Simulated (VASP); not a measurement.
Set up this calculation in VASP 6.6.1, as the native input.

| Item | Value |
| --- | --- |
| Task | relaxation of cell and atoms |
| Functional | LDA |
| Potentials or basis | VASP PAW LDA potentials, release 64 (Zn, Tc_pv) |
| Cutoff | 600 eV |
| k mesh | 7 × 7 × 7 |
| Occupations | fermi-dirac, width 0.1 eV |
| Spin | no spin polarisation |
| Dipole correction | no |
| Further INCAR settings | ALGO = Normal; EDIFF = 1e-07; IBRION = 2; EDIFFG = -0.01; NSW = 80; ISIF = 3 |

The structure of ZnTc lies in POSCAR:

```
ZnTc
1.0
   -0.7793567994      2.6611994303      4.5427990210
    3.7634422217      0.0000000000      3.7634422217
    4.5427990210      2.6611994303     -0.7793567994
Zn Tc
4 4
Direct
    0.0000000000      0.0000000000      0.0000000000
    0.0000000000      0.0000000000      0.5000000000
    0.0000000000      0.5000000000      0.5000000000
    0.5000000000      0.5000000000      0.5000000000
    0.0000000000      0.5000000000      0.0000000000
    0.5000000000      0.0000000000      0.0000000000
    0.5000000000      0.0000000000      0.5000000000
    0.5000000000      0.5000000000      0.0000000000
```

These files were run (other wordings do the same):

INCAR

```
SYSTEM = ZnTc
ALGO = Normal
EDIFF = 1E-7
EDIFFG = -0.01
ENCUT = 600
IBRION = 2
ISIF = 3
ISMEAR = -1
KPAR = 4
LASPH = .True.
LCHARG = .False.
LREAL = .False.
LWAVE = .False.
NELM = 80
NSW = 80
PREC = Accurate
SIGMA = 0.1
```

KPOINTS

```
k-points
0
Gamma
  7 7 7
  0 0 0
```

Potentials or basis: VASP PAW LDA potentials, release 64 (Zn, Tc_pv).

Run with:

```console
$ cat potpaw_LDA.64/Zn/POTCAR potpaw_LDA.64/Tc_pv/POTCAR > POTCAR
$ mpirun -np 4 vasp_std > vasp.out
```

It gave:

```
Relaxed volume                        : 13.37 Å³/atom
Relaxed cell                          : a = 5.328 Å, b = 5.328 Å, c = 5.328 Å, α = 60.00°, β = 90.00°, γ = 60.00°
Space group after relaxing (to 0.1 Å) : Fd-3m (No. 227)
Energy gained by relaxing             : 0.1 meV/atom
Ionic steps                           : 3
Pressure after relaxing               : 0.0 GPa
Band gap on the k mesh                : zero (bands 50 and 51 overlap by 0.87 eV)
```

It took 3.4 min on 4 MPI ranks on Intel(R) Xeon(R) 6975P-C (Granite Rapids), on a shared host, peak memory 0.53 GiB a rank.
